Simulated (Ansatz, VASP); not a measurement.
HfZrSe3: VASP beside Ansatz

```
Zr Hf Se
1.0
     5.11154    0.00000    0.00000
     0.00000    5.11154    0.00000
     0.00000    0.00000    5.11154
Zr Hf Se
1 1 3
Direct
  0.50000 0.50000 0.50000
  0.00000 0.00000 0.00000
  0.50000 0.50000 0.00000
  0.00000 0.50000 0.50000
  0.50000 0.00000 0.50000
```

Change from the starting cell: species swapped into the KNiF3 type (Pm-3m, No. 221).

Alike in both runs: functional PBE; k mesh 3 × 3 × 3; occupations gaussian, width 0.15 eV; no spin polarisation.

Ansatz relaxed the structure, and its values are those at the end. VASP's run is a single point on that final structure, the one shown.

```csv
,VASP,Ansatz
version,VASP 6.6.1,Ansatz 0.2.0
potentials or method,"VASP PAW PBE potentials, release 64 (Zr_sv, Hf_pv, Se), cutoff 500 eV","scalar-relativistic, plane waves, PAW"
valence electrons in the cell,40,86
```

|  | VASP | Ansatz | Ansatz less VASP |
| --- | --- | --- | --- |
| gap on the k mesh at the Fermi level (eV) | none | none | - |
| pressure (GPa) | -0.4 | -0.4 | -0.02 |

A gap of «none» marks a metal or a gap that the smearing closes. With one functional, cell and mesh, what is left measures potentials, basis and numerics. VASP's potentials hold 40 valence electrons a cell and Ansatz's 86, so a difference there can come from the potentials and not from the codes.

The k mesh is coarse, so the values compare programs but aren't converged. Spin-orbit coupling is off throughout.
